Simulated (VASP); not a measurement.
# YbH3 (Fm-3m) in VASP: relaxation of cell and atoms with PBE

Aim: the relaxation of cell and atoms of YbH3 with PBE.

Everything below comes from runs of VASP 6.6.1. Logs are shortened: lines on timing, memory, paths and dates and some standing lists are left out, and cuts for length are marked.

## 1. The cell of the first run

Symmetry: Fm-3m, No. 225, cubic system. Conventional cell: a = 5.081 Å, b = 5.081 Å, c = 5.081 Å, α = 90.00°, β = 90.00°, γ = 90.00°. Within 2.9 Å of Yb (site symmetry m-3m) lie 14 H at 2.20 to 2.54 Å. Within 2.9 Å of H (site symmetry -43m) lie 4 Yb at 2.20 Å and 10 H at 2.20 to 2.54 Å. H (site symmetry m-3m) has 8 H at 2.20 Å and 6 Yb at 2.54 Å within 2.9 Å.

## 2. Relaxation of cell and atoms, PBE

File INCAR:

```
ALGO = Normal
EDIFF = 1E-6
EDIFFG = -0.01
ENCUT = 600
GGA = PE
IBRION = 2
ISIF = 3
ISMEAR = 0
LASPH = T
LCHARG = F
LREAL = F
LWAVE = F
NELM = 80
NSW = 100
PREC = Accurate
SIGMA = 0.1
```

File KPOINTS:

```
k-points
0
Gamma
  16 16 16
```

File POSCAR:

```
YbH3
1.0
    0.0000000000      2.5407171146      2.5407171146
    2.5407171146      0.0000000000      2.5407171146
    2.5407171146      2.5407171146      0.0000000000
Yb H
1 3
Direct
    0.0000000000      0.0000000000      0.0000000000
    0.7500000000      0.7500000000      0.7500000000
    0.2500000000      0.2500000000      0.2500000000
    0.5000000000      0.5000000000      0.5000000000
```

Potentials or basis: VASP PAW PBE potentials, release 64 (Yb, H).

Launch:

```
$ cat potpaw_PBE.64/Yb/POTCAR potpaw_PBE.64/H/POTCAR > POTCAR
$ mpirun -np 1 vasp_std > vasp.out
```

OUTCAR:

```text
EDIFF = 1E-6
   EDIFFG = -0.01
   ENCUT = 600
   GGA = PE
   IBRION = 2
   ISIF = 3
   ISMEAR = 0
   LASPH = T
   LREAL = F
   NELM = 80
   NSW = 100
   PREC = Accurate

 ion  position               nearest neighbor table
   1  0.000  0.000  0.000-   2 2.20   2 2.20   2 2.20   2 2.20   3 2.20   3 2.20   3 2.20   3 2.20

   2  0.750  0.750  0.750-   1 2.20   1 2.20   1 2.20   1 2.20
   3  0.250  0.250  0.250-   1 2.20   1 2.20   1 2.20   1 2.20
   4  0.500  0.500  0.500-

  LATTYP: Found a face centered cubic cell.
 ALAT       =     5.0814342292

  Lattice vectors:

 A1 = (   0.0000000000,   2.5407171146,   2.5407171146)
 A2 = (   2.5407171146,   0.0000000000,   2.5407171146)
 A3 = (   2.5407171146,   2.5407171146,   0.0000000000)

Analysis of symmetry for initial positions (statically):
=====================================================================
 Subroutine PRICEL returns:
 Original cell was already a primitive cell.

 Routine SETGRP: Setting up the symmetry group for a
 face centered cubic supercell.

 Subroutine GETGRP returns: Found 48 space group operations
 (whereof 48 operations were pure point group operations)
 out of a pool of 48 trial point group operations.

The static configuration has the point symmetry O_h .

Analysis of symmetry for dynamics (positions and initial velocities):
=====================================================================
 Subroutine PRICEL returns:
 Original cell was already a primitive cell.

 Routine SETGRP: Setting up the symmetry group for a
 face centered cubic supercell.

 Subroutine GETGRP returns: Found 48 space group operations
 (whereof 48 operations were pure point group operations)
 out of a pool of 48 trial point group operations.

The dynamic configuration has the point symmetry O_h .

 Subroutine INISYM returns: Found 48 space group operations
 (whereof 48 operations are pure point group operations),
 and found     1 'primitive' translations

----------------------------------------------------------------------------------------

                                     Primitive cell

  volume of cell :      32.8019

  direct lattice vectors                    reciprocal lattice vectors
     0.000000000  2.540717115  2.540717115    -0.196794833  0.196794833  0.196794833
     2.540717115  0.000000000  2.540717115     0.196794833 -0.196794833  0.196794833
[... 92 lines left out ...]
   NSW    =    100    number of steps for IOM
   IBRION =      2    ionic relax: 0-MD 1-quasi-New 2-CG
   NFREE  =      1    steps in history (QN), initial steepest desc. (CG)
   ISIF   =      3    stress and relaxation
   ISYM   =      2    0-nonsym 1-usesym 2-fastsym
   POTIM  = 0.5000    time-step for ionic-motion
   TEBEG  =    0.0;   TEEND  =   0.0 temperature during run
   PSTRESS=    0.0 pullay stress
   NELECT =      27.0000    total number of electrons
   NUPDOWN=      -1.0000    fix difference up-down
   EMIN   =  10.00;   EMAX   =-10.00  energy-range for DOS
   EFERMI =   0.00;   METHOD = LEGACY
   ISMEAR =     0;   SIGMA  =   0.10  broadening in eV -4-tet -1-fermi 0-gaus
   EFERMI_NEDOS =   21; number of points for ismear=-14 and -15
   IALGO  =     38    algorithm
   IMIX   =      4    mixing-type and parameters
     AMIX     =   0.40;   BMIX     =  1.00
     AMIX_MAG =   1.60;   BMIX_MAG =  1.00
  volume/ion in A,a.u.               =       8.20        55.34
  Fermi-wavevector in a.u.,A,eV,Ry     =   1.534251  2.899314 32.027113  2.353926
  Thomas-Fermi vector in A             =   2.641205
   LORBIT       =      0    0 simple, 1 ext, 2 COOP (PROOUT), +10 PAW based schemes
   GGA     = PE    functional components
   LHFCALC =     F    Hartree Fock is set to
   AEXX    =    0.0000 exact exchange contribution
   IVDW    =     0    specifies the selected vdW correction
   LEPSILON=     F    determine dielectric tensor
   LRPA    =     F    only Hartree local field effects (RPA)
 conjugate gradient relaxation of ions
 non-spin polarized calculation
 Gauss-broadening in eV      SIGMA  =   0.10
  energy-cutoff  :      600.00
  volume of cell :       32.80
 maximum number of plane-waves:      1109
 NGX is ok and might be reduce to    30
   NGX = 15   NGY = 15   NGZ = 15

 number of electron      27.0000006 magnetization

 Free energy of the ion-electron system (eV)
  ---------------------------------------------------
  ext. energy  EPLUGINS =         0.00000000
  ---------------------------------------------------
  free energy    TOTEN  =       -15.27947249 eV

  energy without entropy =      -15.26936426  energy(sigma->0) =      -15.27441838

 E-fermi :   1.7835     XC(G=0): -11.2456

 val. band max:        1.7829217264   @ k =  -0.1875   0.0625   0.0000
 cond. band min:       1.7979645962   @ k =  -0.1875   0.2500   0.0625
 fundamental gap:      0.0150428699
 Fermi energy:         1.7834907642

 k-point     1 :       0.0000    0.0000    0.0000
  band No.  band energies     occupation
      1     -49.2545      2.00000
      2     -21.2445      2.00000
      3     -21.2445      2.00000
      4     -21.2445      2.00000
      5      -7.1274      2.00000
      6       0.2460      2.00000
[... 457 lines left out ...]
      4     -21.2477      2.00000
      5      -6.8776      2.00000
      6       0.0629      2.00000
[... 9 lines left out ...]
     16       5.1494      0.00000
     17       6.0399      0.00000

 [... further k-points ...]

------------------------ aborting loop because EDIFF is reached ----------------------------------------

  FORCE on cell =-STRESS in cart. coord.  units (eV):
  Direction    XX          YY          ZZ          XY          YZ          ZX
  --------------------------------------------------------------------------------------
  -------------------------------------------------------------------------------------
  Total        0.0353418      0.0353418      0.0353418      0.0000000     -0.0000000      0.0000000
  in kB        1.7262369      1.7262369      1.7262369      0.0000000     -0.0000000      0.0000000
  external PRESSURE =       1.7262369 kB  Pullay stress =       0.0000000 kB

 VOLUME and BASIS-vectors are now :
 -----------------------------------------------------------------------------
  energy-cutoff  :      600.00
  volume of cell :       32.80
      direct lattice vectors                 reciprocal lattice vectors
     0.000000000  2.540717115  2.540717115    -0.196794833  0.196794833  0.196794833
     2.540717115  0.000000000  2.540717115     0.196794833 -0.196794833  0.196794833
     2.540717115  2.540717115  0.000000000     0.196794833  0.196794833 -0.196794833

 POSITION                                       TOTAL-FORCE (eV/Angst)
 -----------------------------------------------------------------------------------
      0.00000      0.00000      0.00000         0.000000      0.000000      0.000000
      3.81108      3.81108      3.81108         0.000000      0.000000      0.000000
      1.27036      1.27036      1.27036        -0.000000     -0.000000     -0.000000
      2.54072      2.54072      2.54072         0.000000      0.000000      0.000000
 -----------------------------------------------------------------------------------
    total drift:                                0.000000     -0.000000     -0.000000

  FREE ENERGIE OF THE ION-ELECTRON SYSTEM (eV)
  ---------------------------------------------------
  free  energy   TOTEN  =       -15.2794724931 eV

  energy  without entropy=      -15.2693642636  energy(sigma->0) =      -15.27441838

 reached required accuracy - stopping structural energy minimisation
```

OSZICAR:

```text
N       E                     dE             d eps       ncg     rms          rms(c)
DAV:   1     0.126192738880E+03    0.12619E+03   -0.10924E+04  6138   0.115E+04
DAV:   2     0.177577733702E+01   -0.12442E+03   -0.12154E+03  6296   0.589E+02
DAV:   3    -0.143709219646E+02   -0.16147E+02   -0.15908E+02  7454   0.153E+02
DAV:   4    -0.164716583597E+02   -0.21007E+01   -0.20844E+01  9540   0.405E+01
[... 12 lines left out ...]
DAV:  17    -0.152795046659E+02    0.14377E-04   -0.24225E-04  9762   0.260E-01    0.110E+00
DAV:  18    -0.152794914002E+02    0.13266E-04   -0.31938E-05  9750   0.772E-02    0.425E-01
DAV:  19    -0.152794750010E+02    0.16399E-04   -0.20897E-05  8580   0.219E-01    0.145E-01
DAV:  20    -0.152794728481E+02    0.21529E-05   -0.39526E-06  5959   0.772E-02    0.676E-02
DAV:  21    -0.152794724931E+02    0.35504E-06   -0.43913E-06  5215   0.581E-02
   1 F= -.15279472E+02 E0= -.15274418E+02  d E =-.152795E+02
```

CONTCAR:

```text
YbH3
   1.00000000000000
     0.0000000000000000    2.5407171146000000    2.5407171146000000
     2.5407171146000000    0.0000000000000000    2.5407171146000000
     2.5407171146000000    2.5407171146000000    0.0000000000000000
  Yb              H
     1     3
Direct
     0.0000000000000000    0.0000000000000000    0.0000000000000000
     0.7500000000000000    0.7500000000000000    0.7500000000000000
     0.2500000000000000    0.2500000000000000    0.2500000000000000
     0.5000000000000000    0.5000000000000000    0.5000000000000000

  0.00000000E+00  0.00000000E+00  0.00000000E+00
  0.00000000E+00  0.00000000E+00  0.00000000E+00
  0.00000000E+00  0.00000000E+00  0.00000000E+00
  0.00000000E+00  0.00000000E+00  0.00000000E+00
```

Wall time 3.2 min (1 thread of Intel Xeon Platinum 8375C at 2.90GHz (Ice Lake), shared host); peak memory 0.28 GiB.

Results:

```
Free energy             : -15.2795 eV
Pressure after relaxing : 0.2 GPa
Band gap on the k mesh  : zero (an odd number of electrons rules out a gap without spin polarisation)
```

Final structure:
```xyz
4
Lattice="0.0000 2.5407 2.5407 2.5407 0.0000 2.5407 2.5407 2.5407 0.0000" Properties=species:S:1:pos:R:3 pbc="T T T"
Yb    0.0000    0.0000    0.0000
H     3.8111    3.8111    3.8111
H     1.2704    1.2704    1.2704
H     2.5407    2.5407    2.5407
```

Levels at points of the mesh, in eV from the Fermi level:
```tsv
k point	band 10	band 11	band 12	band 13	band 14	band 15	band 16	band 17
(0.00, 0.00, 0.00)	-0.34	-0.34	-0.34	1.39	2.77	3.14	3.14	3.14
(0.50, 0.00, 0.00)	-0.37	-0.37	-0.34	-0.33	1.36	2.87	2.87	7.69
(0.50, 0.50, 0.00)	-0.44	-0.39	-0.39	-0.37	-0.25	7.31	7.31	7.79
```

Caveat: the relaxation stopped at its first step, so nothing moved; spin-orbit coupling is left out, which moves the levels of the heavy elements. Spin polarisation is off, so any magnetic state and its effect on volume and gap are missing.
